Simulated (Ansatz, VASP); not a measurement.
**CoSi2 in VASP and in Ansatz**

```
CELL_PARAMETERS angstrom
0.00000 2.54594 2.54594
2.54594 0.00000 2.54594
2.54594 2.54594 0.00000
ATOMIC_POSITIONS crystal
Co 0.00000 0.00000 0.00000
Si 0.25000 0.25000 0.25000
Si 0.75000 0.75000 0.75000
```

Change from the starting cell: strain -0.050 along x and y, -0.050 along z, atoms carried along.

Alike in both runs: task single point; functional PBE; k mesh 16 × 16 × 16; occupations gaussian, width 0.15 eV; no spin polarisation.

|  | VASP | Ansatz |
| --- | --- | --- |
| version | VASP 6.6.1 | Ansatz 0.2.0 |
| potentials or method | VASP PAW PBE potentials, release 64 (Co, Si), cutoff 520 eV | scalar-relativistic, plane waves, PAW |
| valence electrons in the cell | 17 | 25 |

```tsv
	VASP	Ansatz	Ansatz less VASP
gap on the k mesh at the Fermi level (eV)	none	none	-
pressure (GPa)	38.7	38.9	+0.19
```

A gap of «none» marks a metal or a gap that the smearing closes. Both programs put the cell under a high pressure, so it lies far from rest at this level. VASP's potentials hold 17 valence electrons a cell and Ansatz's 25, so a difference there can come from the potentials and not from the codes.
